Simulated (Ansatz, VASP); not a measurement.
# TaN in VASP and in Ansatz

File INCAR:

```
SYSTEM = TaN
PREC = Accurate
ENCUT = 520
EDIFF = 1E-7
ISMEAR = 0
SIGMA = 0.15
LREAL = .FALSE.
LASPH = .TRUE.
NELM = 60
ALGO = Normal
ISIF = 2
LWAVE = .FALSE.
LCHARG = .FALSE.
GGA = PS
NBANDS = 15
```

File KPOINTS:

```
regular mesh
0
G
  18 18 18
  0 0 0
```

POSCAR

```
TaN
1.0
    0.0000000000      2.1790000000      2.1790000000
    2.0918400000      0.0000000000      2.1790000000
    2.0918400000      2.1790000000      0.0000000000
Ta N
1 1
Direct
    0.5000000000      0.5000000000      0.5000000000
    0.0000000000      0.0000000000      0.0000000000
```

Input for Ansatz:

```yaml
crystal:
  lattice:
    - [0.0, 2.179, 2.179]
    - [2.09184, 0.0, 2.179]
    - [2.09184, 2.179, 0.0]
  atoms:
    - { symbol: Ta, position: [0.5, 0.5, 0.5] }
    - { symbol: "N", position: [0.0, 0.0, 0.0] }
basis:
  ecutwfc: 420
kpoints:
  mp_grid: { grid: [18, 18, 18] }
hamiltonian:
  xc: pbesol
scf:
  occupations: { method: gaussian, width: 0.15 }
output:
  forces: true
  stress: true
  eigenvalues: true
```

Change from the starting cell: strain -0.0400 x Voigt [1, 0, 0, 0, 0, 0], atoms carried along.

Alike in both runs: task single point; functional PBEsol; k mesh 18 × 18 × 18; occupations gaussian, width 0.15 eV; no spin polarisation.

|  | VASP | Ansatz |
| --- | --- | --- |
| version | VASP 6.6.1 | Ansatz 0.2.0 |
| potentials or method | VASP PAW PBE potentials, release 64 (Ta_pv, N), cutoff 520 eV | scalar-relativistic, plane waves, PAW |
| valence electrons in the cell | 16 | 18 |

```tsv
	VASP	Ansatz	Ansatz less VASP
gap on the k mesh at the Fermi level (eV)	none	none	-
pressure (GPa)	24.2	22.9	-1.36
traceless stress, the component that is largest in VASP (GPa)	24.33	24.08	-0.246
```

VASP's potentials were made for PBE, not for PBEsol. A gap of «none» marks a metal or a gap that the smearing closes. VASP's potentials hold 16 valence electrons a cell and Ansatz's 18, so a difference there can come from the potentials and not from the codes.

Spin-orbit coupling is off throughout.
